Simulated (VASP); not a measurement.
# ScB2Sb3 (Cmmm) in VASP: a series of runs, part 2 of 2

VASP 6.6.1. Earlier steps stand in the parts before.

### Step 4. Relaxation of cell and atoms, PBE

The input, INCAR:

```
SYSTEM = ScB2Sb3
ALGO = Fast
EDIFF = 1E-6
EDIFFG = -0.04
ENCUT = 600
GGA = PE
IBRION = 2
ISIF = 3
ISMEAR = 0
LASPH = .True.
LCHARG = .False.
LREAL = .False.
LWAVE = .False.
NELM = 100
NSW = 90
PREC = Accurate
SIGMA = 0.1
```

The input, KPOINTS:

```
k-points
0
Gamma
  4 4 6
  0 0 0
```

The input, POSCAR:

```
ScB2Sb3
1.0
    3.2657198000     -4.9799724600      0.0000000000
    3.2657198000      4.9799724600      0.0000000000
    0.0000000000      0.0000000000      3.2506871100
Sc B Sb
1 2 3
Direct
    0.5000000000      0.5000000000      0.0000000000
    0.2156325000      0.7843675000      0.0000000000
    0.7843675000      0.2156325000      0.0000000000
    0.0000000000      0.0000000000      0.0000000000
    0.5000000000      0.0000000000      0.5000000000
    0.0000000000      0.5000000000      0.5000000000
```

Potentials or basis: VASP PAW PBE potentials, release 64 (Sc_sv, B, Sb).

Started as:

```console
$ cat potpaw_PBE.64/Sc_sv/POTCAR potpaw_PBE.64/B/POTCAR potpaw_PBE.64/Sb/POTCAR > POTCAR
$ mpirun -np 1 vasp_std > vasp.out
```

OUTCAR:

```text
SYSTEM = ScB2Sb3
   EDIFF = 1E-6
   EDIFFG = -0.04
   ENCUT = 600
   GGA = PE
   IBRION = 2
   ISIF = 3
   ISMEAR = 0
   LASPH = .True.
   LREAL = .False.
   NELM = 100
   NSW = 90
   PREC = Accurate

 ion  position               nearest neighbor table
   1  0.500  0.500  0.000-   4 3.27   4 3.27   6 3.39   5 3.39   6 3.39   5 3.39   5 3.39   6 3.39
                             6 3.39   5 3.39
   2  0.216  0.784  0.000-   4 2.15   5 2.33   6 2.33   5 2.33   6 2.33
   3  0.784  0.216  0.000-   4 2.15   5 2.33   6 2.33   5 2.33   6 2.33
   4  0.000  0.000  0.000-   2 2.15   3 2.15   1 3.27   1 3.27   6 3.39   5 3.39   6 3.39   6 3.39
                             6 3.39   5 3.39   5 3.39   5 3.39
   5  0.500  0.000  0.500-   2 2.33   3 2.33   2 2.33   3 2.33   6 3.27   6 3.27   4 3.39   1 3.39
                             4 3.39   1 3.39   1 3.39   4 3.39   4 3.39   1 3.39
   6  0.000  0.500  0.500-   2 2.33   3 2.33   2 2.33   3 2.33   5 3.27   5 3.27   4 3.39   1 3.39
                             4 3.39   4 3.39   4 3.39   1 3.39   1 3.39   1 3.39

  LATTYP: Found a base centered orthorhombic cell.
 ALAT       =     6.5314396000
 B/A-ratio  =     1.5249233752
 C/A-ratio  =     0.4976984109

  Lattice vectors:

 A1 = (   3.2657198000,  -4.9799724600,   0.0000000000)
 A2 = (   3.2657198000,   4.9799724600,   0.0000000000)
 A3 = (   0.0000000000,   0.0000000000,   3.2506871100)

Analysis of symmetry for initial positions (statically):
=====================================================================
 Subroutine PRICEL returns:
 Original cell was already a primitive cell.

 Routine SETGRP: Setting up the symmetry group for a
 base centered orthorhombic supercell.

 Subroutine GETGRP returns: Found  8 space group operations
 (whereof  8 operations were pure point group operations)
 out of a pool of  8 trial point group operations.

The static configuration has the point symmetry D_2h.

Analysis of symmetry for dynamics (positions and initial velocities):
=====================================================================
 Subroutine PRICEL returns:
 Original cell was already a primitive cell.

[... 172 lines left out ...]
  -------------------------------------------------------------------------------------
  Total        7.2461194      9.7116253      9.7324439      0.0000000      0.0000000      0.0000000
  in kB      109.8006831    147.1605747    147.4760390      0.0000000      0.0000000      0.0000000
  external PRESSURE =     134.8124323 kB  Pullay stress =       0.0000000 kB
[... 27 lines left out ...]
--------------------------------------- Ionic step        2  -------------------------------------------

 number of electron      32.0000000 magnetization

 E-fermi :   6.5045     XC(G=0):  -9.9739

 val. band max:        6.5003804275   @ k =   0.5000   0.5000   0.0000
 cond. band min:       6.5507479599   @ k =   0.2500   0.2500   0.3333
 fundamental gap:      0.0503675324
 Fermi energy:         6.5045031560

 k-point     1 :       0.0000    0.0000    0.0000
  band No.  band energies     occupation
      1     -44.0956      2.00000
      2     -22.7760      2.00000
      3     -22.6504      2.00000
      4     -22.5801      2.00000
      5      -6.2308      2.00000
      6      -3.3848      2.00000
[... 541 lines left out ...]
     19       7.1438      0.00000
     20       7.7979      0.00000

 [... further k-points ...]

------------------------ aborting loop EDIFF was not reached (unconverged)  ----------------------------

  FORCE on cell =-STRESS in cart. coord.  units (eV):
  Direction    XX          YY          ZZ          XY          YZ          ZX
  --------------------------------------------------------------------------------------
  -------------------------------------------------------------------------------------
  Total       -4.5755273     -4.6521384     -4.2762237     -0.0000000      0.0000000      0.0000000
  in kB      -56.3603213    -57.3039995    -52.6735659     -0.0000000      0.0000000      0.0000000
  external PRESSURE =     -55.4459623 kB  Pullay stress =       0.0000000 kB
[... 61 lines left out ...]
  FREE ENERGIE OF THE ION-ELECTRON SYSTEM (eV)
  ---------------------------------------------------
  free  energy   TOTEN  =       -28.3341441354 eV

  energy  without entropy=      -28.3146847432  energy(sigma->0) =      -28.32441444

[... ionic steps 4 to 16 ...]

--------------------------------------- Ionic step       17  -------------------------------------------

 number of electron      32.0000001 magnetization

------------------------ aborting loop because EDIFF is reached ----------------------------------------
[... 75 lines left out ...]
--------------------------------------- Ionic step       19  -------------------------------------------

 number of electron      32.0000001 magnetization

 Free energy of the ion-electron system (eV)
  ---------------------------------------------------
  ext. energy  EPLUGINS =         0.00000000
  ---------------------------------------------------
  free energy    TOTEN  =       -28.70475117 eV

  energy without entropy =      -28.68385591  energy(sigma->0) =      -28.69430354

 E-fermi :   7.5919     XC(G=0): -10.4258

 val. band max:        7.5779066165   @ k =   0.5000   0.5000   0.5000
 cond. band min:       7.6029498740   @ k =   0.2500  -0.0000   0.5000
 fundamental gap:      0.0250432575
 Fermi energy:         7.5918805994

 k-point     1 :       0.0000    0.0000    0.0000
  band No.  band energies     occupation
      1     -42.4126      2.00000
      2     -21.1955      2.00000
      3     -20.9957      2.00000
      4     -20.8856      2.00000
      5      -5.6724      2.00000
      6      -2.5541      2.00000
[... 576 lines left out ...]
  FREE ENERGIE OF THE ION-ELECTRON SYSTEM (eV)
  ---------------------------------------------------
  free  energy   TOTEN  =       -28.7047511671 eV

  energy  without entropy=      -28.6838559060  energy(sigma->0) =      -28.69430354

 reached required accuracy - stopping structural energy minimisation
```

OSZICAR:

```text
N       E                     dE             d eps       ncg     rms          rms(c)
DAV:   1     0.314431679809E+03    0.31443E+03   -0.14264E+04  1128   0.158E+03
DAV:   2     0.697810866171E+01   -0.30745E+03   -0.30200E+03  1152   0.435E+02
DAV:   3    -0.296150818176E+02   -0.36593E+02   -0.34589E+02  1784   0.126E+02
[... 335 lines left out ...]
RMM:   3    -0.287048315635E+02    0.23688E-03   -0.12366E-03  1441   0.299E-01    0.621E-02
RMM:   4    -0.287047454055E+02    0.86158E-04   -0.38582E-04  1419   0.175E-01    0.162E-02
RMM:   5    -0.287047487291E+02   -0.33237E-05   -0.79355E-05  1401   0.664E-02    0.854E-03
RMM:   6    -0.287047505184E+02   -0.17893E-05   -0.25685E-05  1129   0.344E-02    0.389E-03
RMM:   7    -0.287047511671E+02   -0.64873E-06   -0.60007E-06   800   0.262E-02
  19 F= -.28704751E+02 E0= -.28694304E+02  d E =-.118305E-02
```

It took 59 min on 1 thread of Oxide Virtual Turin-like, shared host; peak memory 0.28 GiB.

Results:

- Free energy: -28.7048 eV
- Relaxed volume: 19.55 Å³/atom
- Relaxed cell: a = 6.000 Å, b = 6.000 Å, c = 3.487 Å, α = 90.00°, β = 90.00°, γ = 110.81°
- Space group after relaxing (to 0.1 Å): Cmmm (No. 65)
- Energy gained by relaxing: 167.7 meV/atom
- Ionic steps: 19
- Pressure after relaxing: 0.0 GPa
- Largest force after relaxing: 0.008 eV/Å
- Band gap on the k mesh: zero (bands 16 and 17 overlap by 2.13 eV)

Forces in eV/Å, atoms in the order of the input:
```
Sc   0.000  0.000  0.000
B    0.000  0.008  0.000
B    0.000 -0.008  0.000
Sb   0.000  0.000  0.000
Sb   0.000  0.000  0.000
Sb   0.000  0.000  0.000
```

Stress tensor (GPa, compression positive):
```
 0.22  0.00  0.00
 0.00 -0.15  0.00
 0.00  0.00 -0.07
```

Step by step:
```
step  energy change (eV)  largest force (eV/Å)  pressure (GPa)  volume (Å³)
   1              0.0000                1.7284           13.48       105.73
   2             -0.3272                0.3881           -5.54       130.07
   3             -0.6355                0.7790            0.32       118.76
   4             -0.6415                0.6811           -1.04       120.72
   5             -0.6418                0.6980           -0.80       120.37
   6             -0.6919                0.6036           -0.48       119.42
   7             -0.7802                0.4430            0.97       116.56
   8             -0.8219                0.4073            0.46       116.91
   9             -0.9294                0.3078           -0.48       117.92
  10             -0.9390                0.5769           -1.36       119.81
  11             -0.9859                0.0876           -0.98       118.73
  12             -0.9913                0.0997           -1.18       119.10
  13             -0.9917                0.0458           -1.13       119.01
  14             -0.9967                0.2374            0.41       116.85
  15             -1.0002                0.1550           -0.21       117.67
  16             -1.0033                0.1001           -0.09       117.47
  17             -1.0049                0.0320            0.06       117.23
  18             -1.0049                0.0241            0.08       117.19
  19             -1.0061                0.0080            0.00       117.32
```

Final structure:
```
Sc B Sb
1.0
     3.40627   -4.93900    0.00000
     3.40627    4.93900    0.00000
     0.00000    0.00000    3.48684
Sc B Sb
1 2 3
Direct
  0.50000 0.50000 0.00000
  0.25320 0.74680 0.00000
  0.74680 0.25320 0.00000
  0.00000 0.00000 0.00000
  0.50000 0.00000 0.50000
  0.00000 0.50000 0.50000
```

Caveat: spin-orbit coupling is left out, which moves the levels of the heavy elements.

### Step 5. Single point, PBE

This run uses another cell than the first one, of 19.44 Å³/atom.

The input, INCAR:

```
SYSTEM = ScB2Sb3
ALGO     = Fast           ! electronic algorithm
EDIFF    = 1E-6           ! SCF threshold, eV
ENCUT    = 520            ! plane-wave cutoff, eV
GGA      = PE             ! functional
ISIF     = 2              ! what is computed and relaxed
ISMEAR   = 0              ! smearing method
LASPH    = .TRUE.         ! aspherical terms in the spheres
LCHARG   = .FALSE.        ! write CHGCAR
LREAL    = .FALSE.        ! projectors in reciprocal space
LWAVE    = .FALSE.        ! write WAVECAR
NBANDS   = 25             ! bands
NELM     = 60             ! most SCF steps
PREC     = Accurate       ! precision mode
SIGMA    = 0.1            ! smearing width, eV
```

The input, KPOINTS:

```
k-points
0
G
  8 8 12
  0 0 0
```

The input, POSCAR:

```
ScB2Sb3
1.0
    3.3726429707     -4.9837883660      0.0000000000
    3.3726429707      4.9837883660      0.0000000000
    0.0000000000      0.0000000000      3.4702814191
Sc B Sb
1 2 3
Direct
    0.5000000000      0.5000000000      0.0000000000
    0.2534446002      0.7465553998      0.0000000000
    0.7465553998      0.2534446002      0.0000000000
    0.0000000000      0.0000000000      0.0000000000
    0.5000000000      0.0000000000      0.5000000000
    0.0000000000      0.5000000000      0.5000000000
```

Started as:

```console
$ cat potpaw_PBE.64/Sc_sv/POTCAR potpaw_PBE.64/B/POTCAR potpaw_PBE.64/Sb/POTCAR > POTCAR
$ mpirun -np 1 vasp_std > vasp.out
```

Wall time 19 min (1 thread of Oxide Virtual Turin-like, shared host); peak memory 0.52 GiB.

Results (log left out):

```yaml
Free_energy: -28.7746 eV
Pressure: 0.1 GPa
Largest_force: 0.005 eV/Å
Band_gap_on_the_k_mesh: zero (bands 16 and 17 overlap by 2.33 eV)
```

Forces in eV/Å, atoms in the order of the input:
```
Sc   0.000  0.000  0.000
B    0.000  0.005  0.000
B    0.000 -0.005  0.000
Sb   0.000  0.000  0.000
Sb   0.000  0.000  0.000
Sb   0.000  0.000  0.000
```

Levels at points of the mesh, in eV from the Fermi level:
```csv
k point,band 12,band 13,band 14,band 15,band 16,band 17,band 18,band 19,band 20,band 21
"(0.00, 0.00, 0.00)",-2.07,-1.76,-1.37,0.33,0.44,1.63,1.76,1.96,2.28,2.76
"(0.50, 0.00, 0.00)",-1.91,-1.67,-1.28,-0.55,0.73,0.92,1.55,1.65,1.74,2.38
"(0.50, 0.50, 0.00)",-2.29,-1.59,-1.58,-0.61,-0.18,0.44,0.88,1.33,2.47,2.88
"(0.00, 0.00, 0.50)",-2.83,-2.55,-2.25,-1.97,-1.57,-0.38,1.15,1.19,1.60,1.94
"(0.50, 0.00, 0.50)",-2.70,-2.69,-2.46,-2.17,-1.91,-1.06,0.30,0.85,0.97,1.79
"(0.50, 0.50, 0.50)",-4.51,-1.78,-0.08,-0.04,0.20,0.24,0.67,0.77,0.83,1.62
```

Caveat: spin-orbit coupling is left out, which moves the levels of the heavy elements.

### Step 6. Summary

```csv
task,cell,k mesh,cutoff (eV),gap on the mesh (eV),pressure (GPa),largest force (eV/Å)
single point,"a = 5.955, b = 5.955, c = 3.251 Å, angles 90.0, 90.0, 113.5°, 6 atoms, atomic positions A",4 × 4 × 6,520,none,13.5,1.73
single point,"a = 5.991, b = 5.991, c = 3.483 Å, angles 90.0, 90.0, 110.4°, 6 atoms, atomic positions B",4 × 4 × 6,520,none,0.1,-
relaxation of cell and atoms,"relaxed from a = 5.955, b = 5.955, c = 3.251 Å, angles 90.0, 90.0, 113.5°, 6 atoms, atomic positions A",4 × 4 × 6,600,none,0.0,0.01
single point,"a = 6.018, b = 6.018, c = 3.470 Å, angles 90.0, 90.0, 111.8°, 6 atoms, atomic positions C",8 × 8 × 12,520,none,0.1,-
```

Alike in all rows: level PBE; potentials or basis VASP PAW PBE potentials, release 64 (Sc_sv, B, Sb); no spin polarisation; smearing gaussian 0.1 eV.

Caveats: spin-orbit coupling is left out, which moves the levels of the heavy elements; the cell stands under pressure (at least some runs); forces of over 1 eV/Å act on the atoms, so gaps and moduli don't describe the material at rest (at least some runs).

Absolute energies hang on the potentials; compare differences alone.

The gap in the log of VASP goes by the Fermi energy; the results here count the filled bands.